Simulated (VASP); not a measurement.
# W8C8Br in VASP: relaxation of the atoms with LDA

Aim: the relaxation of the atoms of W8C8Br with LDA.

Everything below comes from runs of VASP 6.6.1. Logs are shortened: lines on timing, memory, paths and dates and some standing lists are left out, and cuts for length are marked.

## 1. The cell of the first run

The cell holds a slab with vacuum, 17 atoms: a = 5.751 Å, b = 5.751 Å, c = 15.226 Å, α = 90.00°, β = 90.00°, γ = 120.00°.

## 2. Relaxation of the atoms, LDA

File INCAR:

```
SYSTEM = W8C8Br
  ALGO = Normal
  EDIFF = 1E-7
  EDIFFG = -0.08
  ENCUT = 520
  GGA_COMPAT = .False.
  IBRION = 2
  ISIF = 2
  ISMEAR = -1
  LASPH = .True.
  LCHARG = .False.
  LREAL = .False.
  LWAVE = .False.
  NCORE = 4
  NELM = 120
  NELMDL = -8
  NELMIN = 4
  NSW = 45
  PREC = Accurate
  SIGMA = 0.1
```

File KPOINTS:

```
k-points
0
Gamma
  2 2 1
  0 0 0
```

File POSCAR:

```
W8C8Br
1.0
    5.7513400000      0.0000000000      0.0000000000
   -2.8756700000      4.9808070000      0.0000000000
    0.0000000000      0.0000000000     15.2257100000
W C Br
8 8 1
Selective dynamics
Direct
    0.0000000000      0.0000000000      0.0656784000  F F F
    0.0000000000      0.0000000000      0.2507036000  T T T
    0.0000000000      0.5000000000      0.0656784000  F F F
    0.0000000000      0.5000000000      0.2507036000  T T T
    0.5000000000      0.0000000000      0.0656784000  F F F
    0.5000000000      0.0000000000      0.2507036000  T T T
    0.5000000000      0.5000000000      0.0656784000  F F F
    0.5000000000      0.5000000000      0.2507036000  T T T
    0.3333333000      0.1666667000      0.1581910000  T T T
    0.3333333000      0.1666667000      0.3432162000  T T T
    0.3333333000      0.6666667000      0.1581910000  T T T
    0.3333333000      0.6666667000      0.3432162000  T T T
    0.8333333000      0.1666667000      0.1581910000  T T T
    0.8333333000      0.1666667000      0.3432162000  T T T
    0.8333333000      0.6666667000      0.1581910000  T T T
    0.8333333000      0.6666667000      0.3432162000  T T T
    0.4885028000      0.4786800000      0.4410770000  T T T
```

Potentials or basis: VASP PAW LDA potentials, release 64 (W_sv, C, Br).

Command:

```
$ cat potpaw_LDA.64/W_sv/POTCAR potpaw_LDA.64/C/POTCAR potpaw_LDA.64/Br/POTCAR > POTCAR
$ mpirun -np 4 vasp_std > vasp.out
```

OUTCAR:

```text
SYSTEM = W8C8Br
   EDIFF = 1E-7
   EDIFFG = -0.08
   ENCUT = 520
   IBRION = 2
   ISIF = 2
   ISMEAR = -1
   LASPH = .True.
   LREAL = .False.
   NELM = 120
   NELMDL = -8
   NELMIN = 4
   NSW = 45
   PREC = Accurate

 ion  position               nearest neighbor table
   1  0.000  0.000  0.066-   9 2.18  15 2.18  13 2.18   2 2.82   5 2.88   5 2.88   3 2.88   3 2.88
                             7 2.88   7 2.88
   2  0.000  0.000  0.251-   9 2.18  10 2.18  15 2.18  16 2.18  13 2.18  14 2.18   1 2.82   6 2.88
                             6 2.88   8 2.88   4 2.88   4 2.88   8 2.88
   3  0.000  0.500  0.066-  11 2.18  13 2.18  15 2.18   4 2.82   7 2.88   7 2.88   5 2.88   1 2.88
                             1 2.88   5 2.88
   4  0.000  0.500  0.251-  11 2.18  12 2.18  13 2.18  14 2.18  15 2.18  16 2.18   3 2.82   8 2.88
                             8 2.88   2 2.88   2 2.88   6 2.88   6 2.88
   5  0.500  0.000  0.066-  13 2.18  11 2.18   9 2.18   6 2.82   1 2.88   1 2.88   3 2.88   7 2.88
                             7 2.88   3 2.88
   6  0.500  0.000  0.251-  13 2.18  14 2.18  11 2.18  12 2.18   9 2.18  10 2.18   5 2.82   2 2.88
                             2 2.88   8 2.88   8 2.88   4 2.88   4 2.88
   7  0.500  0.500  0.066-  15 2.18   9 2.18  11 2.18   8 2.82   3 2.88   3 2.88   5 2.88   5 2.88
                             1 2.88   1 2.88
   8  0.500  0.500  0.251-  15 2.18  16 2.18   9 2.18  10 2.18  11 2.18  12 2.18   7 2.82   4 2.88
                             4 2.88   2 2.88   6 2.88   6 2.88   2 2.88  17 2.90
   9  0.333  0.167  0.158-   1 2.18   2 2.18   7 2.18   8 2.18   5 2.18   6 2.18
  10  0.333  0.167  0.343-  17 2.15   2 2.18   8 2.18   6 2.18
  11  0.333  0.667  0.158-   3 2.18   4 2.18   5 2.18   6 2.18   7 2.18   8 2.18
  12  0.333  0.667  0.343-   4 2.18   6 2.18   8 2.18  17 2.27
  13  0.833  0.167  0.158-   5 2.18   6 2.18   3 2.18   4 2.18   1 2.18   2 2.18
  14  0.833  0.167  0.343-   6 2.18   4 2.18   2 2.18
  15  0.833  0.667  0.158-   7 2.18   8 2.18   1 2.18   2 2.18   3 2.18   4 2.18
  16  0.833  0.667  0.343-   8 2.18   2 2.18   4 2.18  17 2.28
  17  0.489  0.479  0.441-  10 2.15  12 2.27  16 2.28   8 2.90

  LATTYP: Found a hexagonal cell.
 ALAT       =     5.7513400000
 C/A-ratio  =     2.6473326216

  Lattice vectors:

 A1 = (   5.7513400000,   0.0000000000,   0.0000000000)
 A2 = (  -2.8756700000,   4.9808070000,   0.0000000000)
 A3 = (   0.0000000000,   0.0000000000,  15.2257100000)

Analysis of symmetry for initial positions (statically):
=====================================================================
 Subroutine PRICEL returns:
 Original cell was already a primitive cell.

 Routine SETGRP: Setting up the symmetry group for a
 hexagonal supercell.

 Subroutine GETGRP returns: Found  1 space group operations
 (whereof  1 operations were pure point group operations)
 out of a pool of 24 trial point group operations.

[... 165 lines left out ...]
   IVDW    =     0    specifies the selected vdW correction
   LEPSILON=     F    determine dielectric tensor
   LRPA    =     F    only Hartree local field effects (RPA)
 conjugate gradient relaxation of ions
 non-spin polarized calculation
  energy-cutoff  :      520.00
  volume of cell :      436.16
 maximum number of plane-waves:     11769
 NGX is ok and might be reduce to    48
   NGX = 21   NGY = 21   NGZ = 57

--------------------------------------- Ionic step        1  -------------------------------------------

 number of electron     150.9999988 magnetization

 Free energy of the ion-electron system (eV)
  ---------------------------------------------------
  ext. energy  EPLUGINS =         0.00000000
  ---------------------------------------------------
  free energy    TOTEN  =      -178.50374153 eV

  energy without entropy =     -178.24295129  energy(sigma->0) =     -178.37334641

------------------------ aborting loop because EDIFF is reached ----------------------------------------

  FORCE on cell =-STRESS in cart. coord.  units (eV):
  Direction    XX          YY          ZZ          XY          YZ          ZX
  --------------------------------------------------------------------------------------
  -------------------------------------------------------------------------------------
  Total      -10.7927713    -11.1772023    -30.9457539      0.0138482     -0.4670328     -0.0219377
  in kB      -39.6458055    -41.0579617   -113.6750987      0.0508694     -1.7155825     -0.0805850
  external PRESSURE =     -64.7929553 kB  Pullay stress =       0.0000000 kB
[... 134 lines left out ...]
  FREE ENERGIE OF THE ION-ELECTRON SYSTEM (eV)
  ---------------------------------------------------
  free  energy   TOTEN  =      -180.8271440079 eV

  energy  without entropy=     -180.6032705043  energy(sigma->0) =     -180.71520726

[... ionic steps 4 to 37 ...]

--------------------------------------- Ionic step       38  -------------------------------------------

 number of electron     150.9999996 magnetization

------------------------ aborting loop because EDIFF is reached ----------------------------------------
[... 97 lines left out ...]
--------------------------------------- Ionic step       40  -------------------------------------------

 number of electron     150.9999994 magnetization

 Free energy of the ion-electron system (eV)
  ---------------------------------------------------
  ext. energy  EPLUGINS =         0.00000000
  ---------------------------------------------------
  free energy    TOTEN  =      -182.21308933 eV

  energy without entropy =     -181.95791222  energy(sigma->0) =     -182.08550078

 E-fermi :   1.3702     XC(G=0):  -7.2220

 val. band max:        1.0859925133   @ k =   0.0000   0.5000   0.0000
 cond. band min:       1.3820602245   @ k =   0.0000   0.5000   0.0000
 fundamental gap:      0.2960677112
 Fermi energy:         1.3702139123

 k-point     1 :       0.0000    0.0000    0.0000
  band No.  band energies     occupation
      1     -72.3119      2.00000
      2     -72.2508      2.00000
      3     -72.2506      2.00000
      4     -72.2218      2.00000
      5     -71.9278      2.00000
      6     -71.8415      2.00000
[... 349 lines left out ...]
     86       3.2468      0.00000
     87       3.2541      0.00000
 [bands above 87 left out]

------------------------ aborting loop because EDIFF is reached ----------------------------------------

  FORCE on cell =-STRESS in cart. coord.  units (eV):
  Direction    XX          YY          ZZ          XY          YZ          ZX
  --------------------------------------------------------------------------------------
  -------------------------------------------------------------------------------------
  Total        0.3860367      0.5357639     -0.1935685     -0.0002972     -0.3842282     -0.0103860
  in kB        1.4180543      1.9680571     -0.7110482     -0.0010918     -1.4114110     -0.0381515
  external PRESSURE =       0.8916878 kB  Pullay stress =       0.0000000 kB
[... 32 lines left out ...]
  FREE ENERGIE OF THE ION-ELECTRON SYSTEM (eV)
  ---------------------------------------------------
  free  energy   TOTEN  =      -182.2130893319 eV

  energy  without entropy=     -181.9579122228  energy(sigma->0) =     -182.08550078

 reached required accuracy - stopping structural energy minimisation
```

CONTCAR:

```text
W8C8Br
   1.00000000000000
     5.7513399999999999    0.0000000000000000    0.0000000000000000
    -2.8756699999999999    4.9808070000000004    0.0000000000000000
     0.0000000000000000    0.0000000000000000   15.2257099999999994
  W               C               Br
     8     8     1
Selective dynamics
Direct
[... 15 lines left out ...]
     0.8324520427298456    0.6702083169504305    0.3250592433620571   T   T   T
     0.3359006660237456    0.1715202973623710    0.4555263464744467   T   T   T

  0.00000000E+00  0.00000000E+00  0.00000000E+00
  0.00000000E+00  0.00000000E+00  0.00000000E+00
  0.00000000E+00  0.00000000E+00  0.00000000E+00
  0.00000000E+00  0.00000000E+00  0.00000000E+00
  0.00000000E+00  0.00000000E+00  0.00000000E+00
  0.00000000E+00  0.00000000E+00  0.00000000E+00
[... 9 lines left out ...]
  0.00000000E+00  0.00000000E+00  0.00000000E+00
  0.00000000E+00  0.00000000E+00  0.00000000E+00
```

Wall time 44 min (4 MPI ranks of Intel Xeon Platinum 8488C (Sapphire Rapids), shared host); peak memory 0.22 GiB.

What came out:

```yaml
Free_energy: -182.2131 eV
Energy_gained_by_relaxing: 218.2 meV/atom
Ionic_steps: 40
Band_gap_on_the_k_mesh: zero (an odd number of electrons rules out a gap without spin polarisation)
```

The path:
```csv
step,energy change (eV),largest force on free atoms (eV/Å),pressure (GPa)
1,0.0000,5.1168,-6.48
2,-1.2403,5.3323,0.46
3,-2.3234,1.1116,-3.57
4,-2.5159,1.2583,-2.60
5,-2.5240,1.5777,-2.31
6,-2.6653,1.0614,-1.82
7,-2.8052,1.2508,-0.33
8,-2.9279,1.2041,0.70
9,-2.9751,1.0424,1.89
10,-3.0730,0.8004,2.01
11,-3.0819,0.7503,2.09
12,-3.1469,0.7204,1.98
13,-3.1485,0.7603,1.97
14,-3.2147,0.6866,1.73
15,-3.2388,0.6423,1.52
16,-3.2846,0.6043,0.88
17,-3.2865,0.6030,0.72
18,-3.3303,0.5894,0.57
19,-3.4252,0.5861,0.11
20,-3.3725,1.4730,-0.83
21,-3.4516,0.8257,-0.18
22,-3.5010,0.6107,-0.46
23,-3.5585,0.8595,-1.22
24,-3.5941,0.6502,-1.22
25,-3.6110,0.7373,-1.21
26,-3.6330,0.4501,-1.05
27,-3.6403,0.4305,-0.87
28,-3.6604,0.3415,-0.70
29,-3.6727,0.2759,-0.42
30,-3.6922,0.1764,-0.07
31,-3.6967,0.3081,0.20
32,-3.7010,0.2408,0.33
33,-3.7014,0.1510,0.30
34,-3.7040,0.1007,0.29
35,-3.7042,0.1209,0.29
36,-3.7058,0.0830,0.28
37,-3.7062,0.1122,0.27
38,-3.7075,0.0990,0.22
39,-3.7082,0.1311,0.15
40,-3.7093,0.0573,0.09
```

Final structure:
```xyz
17
Lattice="5.7513 0.0000 0.0000 -2.8757 4.9808 0.0000 0.0000 0.0000 15.2257" Properties=species:S:1:pos:R:3 pbc="T T T"
W     0.0000    0.0000    1.0000
W     5.7448    0.0031    3.8300
W    -1.4378    2.4904    1.0000
W    -1.4376    2.4982    3.8378
W     2.8757    0.0000    1.0000
W     2.8824    0.0030    3.8301
W     1.4378    2.4904    1.0000
W     1.4381    2.5041    3.8312
C     1.4378    0.8324    2.3210
C     1.4379    0.8366    5.0845
C    -0.0043    3.3197    2.2960
C     0.0160    3.3378    4.9494
C     4.3133    0.8361    2.2953
C     4.3136    0.8237    4.9478
C     2.8799    3.3198    2.2959
C     2.8604    3.3382    4.9493
Br    1.4386    0.8543    6.9357
```

Caveat: the k points lie up to 0.63 Å⁻¹ apart, too coarse for converged energies and pressures of a metal; there is no dipole correction, which matters where the two faces differ; spin-orbit coupling is left out, which moves the levels of the heavy elements; an odd number of electrons without spin polarisation forces a metal; a magnetic or distorted state may lie lower.

The gap in the log of VASP goes by the Fermi energy; the results here count the filled bands.